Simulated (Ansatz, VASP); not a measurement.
**MgS in VASP and in Ansatz**

```
Mg S
1.0
     0.00000    2.61479    2.61479
     2.61479    0.00000    2.61479
     2.61479    2.61479    0.00000
Mg S
1 1
Direct
  0.00000 0.00000 0.00000
  0.50000 0.50000 0.50000
```

Alike in both runs: task single point; functional PBE; k mesh 8 × 8 × 8; occupations gaussian, width 0.02 eV; no spin polarisation.

|  | VASP | Ansatz |
| --- | --- | --- |
| version | VASP 6.6.1 | Ansatz 0.2.0 |
| potentials or method | VASP PAW PBE potentials, release 64 (Mg, S), cutoff 600 eV | scalar-relativistic, plane waves, PAW |
| valence electrons in the cell | 8 | 16 |

Ansatz gave:

```
gap on the k mesh at the Fermi level (eV) : 2.76
least direct gap on the mesh (eV)         : 3.60
pressure (GPa)                            : 0.0
```

Question: What did VASP give for the same quantities?

Answer: gap on the k mesh at the Fermi level (eV): 2.74; least direct gap on the mesh (eV): 3.59; pressure (GPa): -0.3.

VASP's potentials hold 8 valence electrons a cell and Ansatz's 16, so a difference there can come from the potentials and not from the codes.
